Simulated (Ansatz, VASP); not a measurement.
Two plane-wave programs on Pd

```xyz
1
Lattice="-0.0194 1.9449 1.9449 1.9255 0.0000 1.9255 1.9449 1.9449 -0.0194" Properties=species:S:1:pos:R:3 pbc="T T T"
Pd    0.0000    0.0000    0.0000
```

Change from the starting cell: strain -0.0200 x Voigt [0, 0, 0, 0, 1, 0], atoms carried along.

Alike in both runs: task single point; functional PBE; k mesh 20 × 20 × 20; occupations gaussian, width 0.15 eV; no spin polarisation.

|  | VASP | Ansatz |
| --- | --- | --- |
| version | VASP 6.6.1 | Ansatz 0.2.0 |
| potentials or method | VASP PAW PBE potentials, release 64 (Pd), cutoff 520 eV | scalar-relativistic, plane waves, PAW |
| valence electrons in the cell | 10 | 18 |

```tsv
	VASP	Ansatz	Ansatz less VASP
gap on the k mesh at the Fermi level (eV)	none	none	-
pressure (GPa)	7.5	7.8	+0.31
traceless stress, the component that is largest in VASP (GPa)	1.62	1.63	+0.006
```

A gap of «none» marks a metal or a gap that the smearing closes. VASP's potentials hold 10 valence electrons a cell and Ansatz's 18, so a difference there can come from the potentials and not from the codes.
